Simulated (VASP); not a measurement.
Wanted: the native input for a VASP 6.6.1 run.

```yaml
Task: relaxation of cell and atoms
Functional: PBE
Dispersion: D3(BJ)
Potentials_or_basis: VASP PAW PBE potentials, release 64 (Rh_pv)
Cutoff: 600 eV
k_mesh: 18 × 18 × 18
Occupations: gaussian, width 0.1 eV
Spin: no spin polarisation
Dipole_correction: no
Further_INCAR_settings: ALGO = Normal; EDIFF = 1e-06; IBRION = 2; EDIFFG = -0.005; NSW = 100; ISIF = 3
```

The structure of Rh lies in POSCAR:

```
Rh
1.0
    0.0000000000      1.9015500000      1.9015500000
    1.9015500000      0.0000000000      1.9015500000
    1.9015500000      1.9015500000      0.0000000000
Rh
1
Direct
    0.0000000000      0.0000000000      0.0000000000
```

One way to write it, as run:

INCAR

```
SYSTEM = Rh
  PREC = Accurate
  ENCUT = 600
  EDIFF = 1E-6
  ISMEAR = 0
  SIGMA = 0.1
  LREAL = .FALSE.
  LASPH = .TRUE.
  NELM = 100
  ALGO = Normal
  ISIF = 3
  LWAVE = .FALSE.
  LCHARG = .FALSE.
  GGA = PE
  IVDW = 12
  IBRION = 2
  NSW = 100
  EDIFFG = -0.005
```

KPOINTS

```
regular mesh
0
G
  18 18 18
  0 0 0
```

Potentials or basis: VASP PAW PBE potentials, release 64 (Rh_pv).

Run with:

```console
$ cat potpaw_PBE.64/Rh_pv/POTCAR > POTCAR
$ mpirun -np 1 vasp_std > vasp.out
```

It gave:

```
Relaxed volume                         : 13.64 Å³/atom
Relaxed cell                           : a = 2.682 Å, b = 2.682 Å, c = 2.682 Å, α = 60.00°, β = 60.00°, γ = 60.00°
Space group after relaxing (to 0.05 Å) : Fm-3m (No. 225)
Energy gained by relaxing              : 0.8 meV/atom
Ionic steps                            : 3
Pressure after relaxing                : 0.0 GPa
Dispersion energy per atom             : -0.653 eV
```

Caveat: pairwise dispersion overbinds metals, which lowers pressure and volume.

Run time: 40 s on 1 thread of Intel(R) Xeon(R) Platinum 8259CL CPU @ 2.50GHz (Skylake/Cascade Lake), on a shared host, peak memory 0.18 GiB.
